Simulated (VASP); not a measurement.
# Sn6Ge (P-31m) in VASP: notebook

Sn6Ge is run at these levels: PBE; tasks: single point, relaxation of cell and atoms.

Program: VASP 6.6.1. These are calculated values, not measurements. Logs are shortened: lines on timing, memory, paths and dates and some standing lists are left out, and cuts for length are marked.

## Step 1: The cell of the first run

Symmetry: P-31m, No. 162, trigonal system. The conventional cell has a = 6.028 Å, b = 6.028 Å, c = 6.339 Å, α = 90.00°, β = 90.00°, γ = 120.00°. Sn (site symmetry m) has 1 Ge at 2.88 Å and 7 Sn at 3.09 to 3.43 Å within 3.8 Å. Ge (site symmetry -3m) has 6 Sn at 2.88 Å within 3.8 Å.

## Step 2: Single point, PBE

The input, INCAR:

```
SYSTEM = Sn6Ge
ALGO = Fast
EDIFF = 1E-6
ENCUT = 520
GGA = PE
ISIF = 2
ISMEAR = 0
LASPH = .True.
LCHARG = .False.
LREAL = .False.
LWAVE = .False.
NBANDS = 58
NELM = 100
PREC = Accurate
SIGMA = 0.2
```

The input, KPOINTS:

```
k-points
0
Gamma
  3 3 3
  0 0 0
```

The input, POSCAR:

```
Sn6Ge
1.0
    6.0275611794      0.0000000027      0.0000000000
   -3.0137805921      5.2200211029      0.0000000000
    0.0000000000      0.0000000000      6.3392459591
Sn Ge
6 1
Direct
    0.6351156254      0.6351156254      0.2929133289
    0.0000000000      0.6351156254      0.7070866711
    0.6351156254      0.0000000000      0.7070866711
    0.3648843746      0.3648843746      0.7070866711
    0.0000000000      0.3648843746      0.2929133289
    0.3648843746      0.0000000000      0.2929133289
    0.0000000000      0.0000000000      0.0000000000
```

Potentials or basis: VASP PAW PBE potentials, release 64 (Sn_d, Ge_d).

Command:

```sh
$ cat potpaw_PBE.64/Sn_d/POTCAR potpaw_PBE.64/Ge_d/POTCAR > POTCAR
$ mpirun -np 1 vasp_std > vasp.out
```

OUTCAR:

```text
SYSTEM = Sn6Ge
   EDIFF = 1E-6
   ENCUT = 520
   GGA = PE
   ISIF = 2
   ISMEAR = 0
   LASPH = .True.
   LREAL = .False.
   NELM = 100
   PREC = Accurate

 ion  position               nearest neighbor table
   1  0.635  0.635  0.293-   7 2.88   4 3.09   5 3.33   5 3.33   6 3.33   6 3.33   2 3.43   3 3.43

   2  0.000  0.635  0.707-   7 2.88   5 3.09   3 3.33   4 3.33   3 3.33   4 3.33   6 3.43   1 3.43

   3  0.635  0.000  0.707-   7 2.88   6 3.09   2 3.33   2 3.33   4 3.33   4 3.33   5 3.43   1 3.43

   4  0.365  0.365  0.707-   7 2.88   1 3.09   2 3.33   2 3.33   3 3.33   3 3.33   5 3.43   6 3.43

   5  0.000  0.365  0.293-   7 2.88   2 3.09   6 3.33   1 3.33   6 3.33   1 3.33   3 3.43   4 3.43

   6  0.365  0.000  0.293-   7 2.88   3 3.09   5 3.33   5 3.33   1 3.33   1 3.33   2 3.43   4 3.43

   7  0.000  0.000  0.000-   1 2.88   4 2.88   3 2.88   6 2.88   5 2.88   2 2.88

  LATTYP: Found a hexagonal cell.
 ALAT       =     6.0275611794
 C/A-ratio  =     1.0517099322

  Lattice vectors:

 A1 = (   6.0275611794,   0.0000000027,   0.0000000000)
 A2 = (  -3.0137805921,   5.2200211029,   0.0000000000)
 A3 = (   0.0000000000,   0.0000000000,   6.3392459591)

Analysis of symmetry for initial positions (statically):
=====================================================================
 Subroutine PRICEL returns:
 Original cell was already a primitive cell.

 Routine SETGRP: Setting up the symmetry group for a
 hexagonal supercell.

 Subroutine GETGRP returns: Found 12 space group operations
 (whereof 12 operations were pure point group operations)
 out of a pool of 24 trial point group operations.

The static configuration has the point symmetry D_3d.

Analysis of symmetry for dynamics (positions and initial velocities):
=====================================================================
 Subroutine PRICEL returns:
 Original cell was already a primitive cell.

 Routine SETGRP: Setting up the symmetry group for a
 hexagonal supercell.

 Subroutine GETGRP returns: Found 12 space group operations
 (whereof 12 operations were pure point group operations)
 out of a pool of 24 trial point group operations.

The dynamic configuration has the point symmetry D_3d.

 Subroutine INISYM returns: Found 12 space group operations
 (whereof 12 operations are pure point group operations),
 and found     1 'primitive' translations

----------------------------------------------------------------------------------------

                                     Primitive cell

  volume of cell :     199.4580

  direct lattice vectors                    reciprocal lattice vectors
     6.027561179  0.000000003  0.000000000     0.165904579  0.095785053  0.000000000
    -3.013780592  5.220021103  0.000000000    -0.000000000  0.191570107  0.000000000
     0.000000000  0.000000000  6.339245959     0.000000000  0.000000000  0.157747468

  length of vectors
     6.027561179  6.027561179  6.339245959     0.191570107  0.191570107  0.157747468

  position of ions in fractional coordinates (direct lattice)
     0.635115625  0.635115625  0.292913329
     0.000000000  0.635115625  0.707086671
     0.635115625  1.000000000  0.707086671
     0.364884375  0.364884375  0.707086671
     0.000000000  0.364884375  0.292913329
     0.364884375  1.000000000  0.292913329
     0.000000000  0.000000000  0.000000000

  ion indices of the primitive-cell ions
   primitive index   ion index
                 1           1
                 2           2
                 3           3
                 4           4
                 5           5
                 6           6
                 7           7

----------------------------------------------------------------------------------------

 KPOINTS: k-points

Automatic generation of k-mesh.
 Grid dimensions read from file:
 generate k-points for:    3    3    3

 Generating k-lattice:

  Cartesian coordinates                     Fractional coordinates (reciprocal lattice)
     0.055301526  0.031928351  0.000000000     0.333333333 -0.000000000  0.000000000
    -0.000000000  0.063856702  0.000000000     0.000000000  0.333333333  0.000000000
     0.000000000  0.000000000  0.052582489     0.000000000  0.000000000  0.333333333

  Length of vectors
     0.063856702  0.063856702  0.052582489

  Shift w.r.t. Gamma in fractional coordinates (k-lattice)
     0.000000000  0.000000000  0.000000000

 Subroutine IBZKPT returns following result:
 ===========================================

 Found      7 irreducible k-points:

 Following reciprocal coordinates:
            Coordinates               Weight
  0.000000  0.000000  0.000000      1.000000
  0.333333  0.000000  0.000000      6.000000
  0.333333  0.333333  0.000000      2.000000
  0.000000  0.000000  0.333333      2.000000
  0.333333  0.000000  0.333333     12.000000
  0.333333  0.333333  0.333333      2.000000
 -0.333333 -0.333333  0.333333      2.000000
   k-points           NKPTS =      7   k-points in BZ     NKDIM =      7   number of bands    NBANDS=     58
   number of dos      NEDOS =    301   number of ions     NIONS =      7
   total plane-waves  NPLWV = 110592
   dimension x,y,z NGX =    48 NGY =   48 NGZ =   48
   dimension x,y,z NGXF=    96 NGYF=   96 NGZF=   96
   ions per type =               6   1
   NGX,Y,Z   is equivalent  to a cutoff of  13.24, 13.24, 12.59 a.u.
   NGXF,Y,Z  is equivalent  to a cutoff of  26.48, 26.48, 25.18 a.u.
 SYSTEM =  Sn6Ge
   PREC   = accura    normal or accurate (medium, high low for compatibility)
   ISTART =      0    job   : 0-new  1-cont  2-samecut
   ICHARG =      2    charge: 1-file 2-atom 10-const
   ISPIN  =      1    spin polarized calculation?
   LNONCOLLINEAR =      F non collinear calculations
   LSORBIT =      F    spin-orbit coupling
   LASPH  =      T    aspherical Exc in radial PAW
   ENCUT  =  520.0 eV  38.22 Ry    6.18 a.u.  11.21 11.21 11.79*2*pi/ulx,y,z
   NELM   =    100;   NELMIN=  2; NELMDL= -5     # of ELM steps
   EDIFF  = 0.1E-05   stopping-criterion for ELM
   LREAL  =      F    real-space projection
   EDIFFG = 0.1E-04   stopping-criterion for IOM
   NSW    =      0    number of steps for IOM
   IBRION =     -1    ionic relax: 0-MD 1-quasi-New 2-CG
   NFREE  =      0    steps in history (QN), initial steepest desc. (CG)
   ISIF   =      2    stress and relaxation
   ISYM   =      2    0-nonsym 1-usesym 2-fastsym
   POTIM  = 0.5000    time-step for ionic-motion
   TEBEG  =    0.0;   TEEND  =   0.0 temperature during run
   PSTRESS=    0.0 pullay stress
   NELECT =      98.0000    total number of electrons
   NUPDOWN=      -1.0000    fix difference up-down
   EMIN   =  10.00;   EMAX   =-10.00  energy-range for DOS
   EFERMI =   0.00;   METHOD = LEGACY
   ISMEAR =     0;   SIGMA  =   0.20  broadening in eV -4-tet -1-fermi 0-gaus
   EFERMI_NEDOS =   21; number of points for ismear=-14 and -15
   IALGO  =     68    algorithm
   IMIX   =      4    mixing-type and parameters
     AMIX     =   0.40;   BMIX     =  1.00
     AMIX_MAG =   1.60;   BMIX_MAG =  1.00
  volume/ion in A,a.u.               =      28.49       192.29
  Fermi-wavevector in a.u.,A,eV,Ry     =   1.291813  2.441173 22.705146  1.668781
  Thomas-Fermi vector in A             =   2.423560
   LORBIT       =      0    0 simple, 1 ext, 2 COOP (PROOUT), +10 PAW based schemes
   GGA     = PE    functional components
   LHFCALC =     F    Hartree Fock is set to
   AEXX    =    0.0000 exact exchange contribution
   IVDW    =     0    specifies the selected vdW correction
   LEPSILON=     F    determine dielectric tensor
   LRPA    =     F    only Hartree local field effects (RPA)
 non-spin polarized calculation
 RMM-DIIS sequential band-by-band and
 Gauss-broadening in eV      SIGMA  =   0.20
  energy-cutoff  :      520.00
  volume of cell :      199.46
 maximum number of plane-waves:      5397
 NGX is ok and might be reduce to    48
   NGX = 23   NGY = 23   NGZ = 23

 number of electron      98.0000014 magnetization

 Free energy of the ion-electron system (eV)
  ---------------------------------------------------
  ext. energy  EPLUGINS =         0.00000000
  ---------------------------------------------------
  free energy    TOTEN  =       -26.96686106 eV

  energy without entropy =      -26.91806127  energy(sigma->0) =      -26.94246116

 E-fermi :   6.6630     XC(G=0):  -9.9401

 val. band max:        6.5516498815   @ k =   0.3333   0.0000   0.3333
 cond. band min:       6.9666165682   @ k =   0.3333   0.3333   0.3333
 fundamental gap:      0.4149666867
 Fermi energy:         6.6629566580

 k-point     1 :       0.0000    0.0000    0.0000
  band No.  band energies     occupation
      1     -17.5683      2.00000
      2     -17.5683      2.00000
      3     -17.5524      2.00000
      4     -17.5451      2.00000
      5     -17.5451      2.00000
      6     -14.6943      2.00000
[... 50 lines left out ...]
     57      11.3661      0.00000
     58      12.2900      0.00000

 k-point     2 :       0.3333    0.0000    0.0000
  band No.  band energies     occupation
      1     -17.5683      2.00000
      2     -17.5682      2.00000
      3     -17.5524      2.00000
      4     -17.5451      2.00000
      5     -17.5451      2.00000
      6     -14.7137      2.00000
[... 50 lines left out ...]
     57       9.8382      0.00000
     58      11.6935      0.00000

 k-point     3 :       0.3333    0.3333    0.0000
  band No.  band energies     occupation
      1     -17.5682      2.00000
      2     -17.5682      2.00000
      3     -17.5524      2.00000
      4     -17.5451      2.00000
      5     -17.5451      2.00000
      6     -14.7207      2.00000
[... 50 lines left out ...]
     57      11.3792      0.00000
     58      11.8509      0.00000

 k-point     4 :       0.0000    0.0000    0.3333
  band No.  band energies     occupation
      1     -17.5682      2.00000
      2     -17.5682      2.00000
      3     -17.5524      2.00000
      4     -17.5451      2.00000
      5     -17.5451      2.00000
      6     -14.6882      2.00000
[... 50 lines left out ...]
     57      12.1595      0.00000
     58      12.3729      0.00000

 k-point     5 :       0.3333    0.0000    0.3333
  band No.  band energies     occupation
      1     -17.5683      2.00000
      2     -17.5682      2.00000
      3     -17.5524      2.00000
      4     -17.5451      2.00000
      5     -17.5451      2.00000
      6     -14.7130      2.00000
[... 50 lines left out ...]
     57       9.7081      0.00000
     58      10.6715      0.00000

 k-point     6 :       0.3333    0.3333    0.3333
  band No.  band energies     occupation
      1     -17.5682      2.00000
      2     -17.5682      2.00000
      3     -17.5524      2.00000
      4     -17.5451      2.00000
      5     -17.5451      2.00000
      6     -14.7195      2.00000
[... 50 lines left out ...]
     57      10.4573      0.00000
     58      10.5498      0.00000

 k-point     7 :      -0.3333   -0.3333    0.3333
  band No.  band energies     occupation
      1     -17.5683      2.00000
      2     -17.5683      2.00000
      3     -17.5524      2.00000
      4     -17.5451      2.00000
      5     -17.5451      2.00000
      6     -14.7188      2.00000
[... 50 lines left out ...]
     57       9.6949      0.00000
     58      10.9227      0.00000

------------------------ aborting loop because EDIFF is reached ----------------------------------------

  FORCE on cell =-STRESS in cart. coord.  units (eV):
  Direction    XX          YY          ZZ          XY          YZ          ZX
  --------------------------------------------------------------------------------------
  -------------------------------------------------------------------------------------
  Total       -0.3941212     -0.3941212      0.1336177      0.0000000     -0.0000000      0.0000000
  in kB       -3.1658392     -3.1658392      1.0733049      0.0000000     -0.0000000      0.0000000
  external PRESSURE =      -1.7527912 kB  Pullay stress =       0.0000000 kB

 VOLUME and BASIS-vectors are now :
 -----------------------------------------------------------------------------
  energy-cutoff  :      520.00
  volume of cell :      199.46
      direct lattice vectors                 reciprocal lattice vectors
     6.027561179  0.000000003  0.000000000     0.165904579  0.095785053  0.000000000
    -3.013780592  5.220021103  0.000000000    -0.000000000  0.191570107  0.000000000
     0.000000000  0.000000000  6.339245959     0.000000000  0.000000000  0.157747468

 POSITION                                       TOTAL-FORCE (eV/Angst)
 -----------------------------------------------------------------------------------
      1.91410      3.31532      1.85685        -0.003015     -0.005223      0.016609
     -1.91410      3.31532      4.48240         0.003015     -0.005223     -0.016609
      3.82820      0.00000      4.48240        -0.006031     -0.000000     -0.016609
      1.09968      1.90470      4.48240         0.003015      0.005223     -0.016609
     -1.09968      1.90470      1.85685        -0.003015      0.005223      0.016609
      2.19936      0.00000      1.85685         0.006031      0.000000      0.016609
      0.00000      0.00000      0.00000        -0.000000     -0.000000      0.000000
 -----------------------------------------------------------------------------------
    total drift:                               -0.000000      0.000000      0.000000

  FREE ENERGIE OF THE ION-ELECTRON SYSTEM (eV)
  ---------------------------------------------------
  free  energy   TOTEN  =       -26.9668610639 eV

  energy  without entropy=      -26.9180612651  energy(sigma->0) =      -26.94246116
```

Wall time 84 s (1 thread of Intel Xeon 6975P-C (Granite Rapids), shared host); peak memory 0.34 GiB.

What came out:

```
Free energy            : -26.9669 eV
Pressure               : -0.2 GPa
Largest force          : 0.018 eV/Å
Band gap on the k mesh : zero (band 49 reaches 7.28 eV, above the bottom of band 50 at 5.50 eV)
```

Forces in eV/Å, atoms in the order of the input:
```
Sn  -0.003 -0.005  0.017
Sn   0.003 -0.005 -0.017
Sn  -0.006  0.000 -0.017
Sn   0.003  0.005 -0.017
Sn  -0.003  0.005  0.017
Sn   0.006  0.000  0.017
Ge   0.000  0.000  0.000
```

Caveat: the k points lie up to 0.40 Å⁻¹ apart; spin-orbit coupling is left out, which moves the levels of the heavy elements.

## Step 3: Relaxation of cell and atoms, PBE

This run uses another cell than the first one, of 30.24 Å³/atom, 1.061 times its volume.

The input, INCAR:

```
SYSTEM = Sn6Ge
ALGO = Fast ; EDIFF = 1E-6
EDIFFG = -0.08 ; ENCUT = 600
GGA = PE ; IBRION = 2
ISIF = 3 ; ISMEAR = 0
LASPH = .TRUE. ; LCHARG = .FALSE.
LREAL = .FALSE. ; LWAVE = .FALSE.
NELM = 60 ; NSW = 36
PREC = Accurate ; SIGMA = 0.2
```

The input, KPOINTS:

```
k-points
0
G
  3 3 3
  0 0 0
```

The input, POSCAR:

```
Sn6Ge
1.0
    6.4134879900      0.0000000000      0.0000000000
   -3.2067440000      5.5542435300      0.0000000000
    0.0000000000      0.0000000000      5.9433037000
Sn Ge
6 1
Direct
    0.6688615100      0.6688615100      0.2607338700
    0.0000000000      0.6688615100      0.7392661300
    0.6688615100      0.0000000000      0.7392661300
    0.3311384900      0.3311384900      0.7392661300
    0.0000000000      0.3311384900      0.2607338700
    0.3311384900      0.0000000000      0.2607338700
    0.0000000000      0.0000000000      0.0000000000
```

Potentials or basis: VASP PAW PBE potentials, release 64 (Sn_d, Ge_d).

Command:

```sh
$ cat potpaw_PBE.64/Sn_d/POTCAR potpaw_PBE.64/Ge_d/POTCAR > POTCAR
$ mpirun -np 1 vasp_std > vasp.out
```

Wall time 14 min (1 thread of Intel Xeon 6975P-C (Granite Rapids), shared host); peak memory 0.45 GiB.

Results (log left out):

- Free energy: -26.9667 eV
- Relaxed volume: 28.57 Å³/atom
- Relaxed cell: a = 5.989 Å, b = 5.989 Å, c = 6.437 Å, α = 90.00°, β = 90.00°, γ = 120.00°
- Space group after relaxing (to 0.05 Å): P-31m (No. 162)
- Energy gained by relaxing: 218.6 meV/atom
- Ionic steps: 11
- Pressure after relaxing: 0.0 GPa
- Largest force after relaxing: 0.064 eV/Å
- Band gap on the k mesh: zero (band 49 reaches 7.23 eV, above the bottom of band 50 at 5.44 eV)

Forces in eV/Å, atoms in the order of the input:
```
Sn   0.030  0.051 -0.024
Sn  -0.030  0.051  0.024
Sn   0.059  0.000  0.024
Sn  -0.030 -0.051  0.024
Sn   0.030 -0.051 -0.024
Sn  -0.059  0.000 -0.024
Ge   0.000  0.000  0.000
```

Stress tensor (GPa, compression positive):
```
 0.14  0.00  0.00
 0.00  0.14  0.00
 0.00  0.00 -0.19
```

The path:
| step | energy change (eV) | largest force (eV/Å) | pressure (GPa) | volume (Å³) |
| --- | --- | --- | --- | --- |
| 1 | 0.0000 | 1.4852 | 0.72 | 211.71 |
| 2 | -0.5302 | 0.9600 | -1.73 | 215.89 |
| 3 | -0.9212 | 0.0635 | -4.46 | 227.06 |
| 4 | -1.2484 | 0.2402 | -2.91 | 215.84 |
| 5 | -1.3364 | 0.5215 | -1.34 | 208.69 |
| 6 | -1.3384 | 0.5709 | -1.11 | 207.63 |
| 7 | -1.4557 | 0.3663 | -0.72 | 204.47 |
| 8 | -1.5260 | 0.1238 | 0.06 | 200.07 |
| 9 | -1.5271 | 0.0966 | 0.16 | 199.41 |
| 10 | -1.5271 | 0.0898 | 0.24 | 199.25 |
| 11 | -1.5299 | 0.0640 | 0.03 | 199.96 |

Final structure:
```cif
data_structure
_symmetry_space_group_name_H-M 'P 1'
_symmetry_Int_Tables_number 1
_cell_length_a 5.9891
_cell_length_b 5.9891
_cell_length_c 6.4370
_cell_angle_alpha 90.000
_cell_angle_beta 90.000
_cell_angle_gamma 120.000
_cell_volume 199.96
loop_
_atom_site_label
_atom_site_type_symbol
_atom_site_fract_x
_atom_site_fract_y
_atom_site_fract_z
_atom_site_occupancy
Sn1 Sn 0.63468 0.63468 0.29595 1
Sn2 Sn 0.00000 0.63468 0.70405 1
Sn3 Sn 0.63468 0.00000 0.70405 1
Sn4 Sn 0.36532 0.36532 0.70405 1
Sn5 Sn 0.00000 0.36532 0.29595 1
Sn6 Sn 0.36532 0.00000 0.29595 1
Ge1 Ge 0.00000 0.00000 0.00000 1
```

Levels at points of the mesh, in eV from the Fermi level:
| k point | band 45 | band 46 | band 47 | band 48 | band 49 | band 50 | band 51 | band 52 | band 53 | band 54 |
| --- | --- | --- | --- | --- | --- | --- | --- | --- | --- | --- |
| (0.00, 0.00, 0.00) | -1.33 | -1.33 | -1.32 | -1.15 | -1.15 | -0.69 | -0.28 | -0.28 | 0.34 | 0.99 |

Caveat: the k points lie up to 0.40 Å⁻¹ apart in the final cell; spin-orbit coupling is left out, which moves the levels of the heavy elements; the relaxation stopped at a loose force limit of 0.08 eV/Å, so its end isn't a converged minimum.
